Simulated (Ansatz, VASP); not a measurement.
Two plane-wave programs on NaTiBr3

```
CELL_PARAMETERS angstrom
5.28823 0.00000 0.00000
0.00000 5.28823 0.00000
0.00000 0.00000 5.28823
ATOMIC_POSITIONS crystal
Na 0.00000 0.00000 0.00000
Ti 0.50000 0.50000 0.50000
Br 0.00000 0.50000 0.50000
Br 0.50000 0.00000 0.50000
Br 0.50000 0.50000 0.00000
```

Alike in both runs: functional PBE; k mesh 4 × 4 × 4; occupations gaussian, width 0.1 eV; collinear spin.

Ansatz relaxed the structure, and its values are those at the end. VASP's run is a single point on that final structure, the one shown.

```csv
,VASP,Ansatz
version,VASP 6.6.1,Ansatz 0.2.0
potentials or method,"VASP PAW PBE potentials, release 64 (Na_pv, Ti_sv, Br), cutoff 520 eV","scalar-relativistic, plane waves, PAW"
valence electrons in the cell,40,42
```

|  | VASP | Ansatz | Ansatz less VASP |
| --- | --- | --- | --- |
| gap on the k mesh at the Fermi level (eV) | none | none | - |
| pressure (GPa) | 0.2 | 0.2 | -0.02 |
| net moment per atom (μB) | 0.40 | 0.40 | 0.000 |
| size of the moment on the site where the two differ most (μB) | 1.57 | 1.52 | -0.051 |

Site moments also hang on the region over which each program counts them. A gap of «none» marks a metal or a gap that the smearing closes. With one functional, cell and mesh, what is left measures potentials, basis and numerics. VASP's potentials hold 40 valence electrons a cell and Ansatz's 42, so a difference there can come from the potentials and not from the codes.
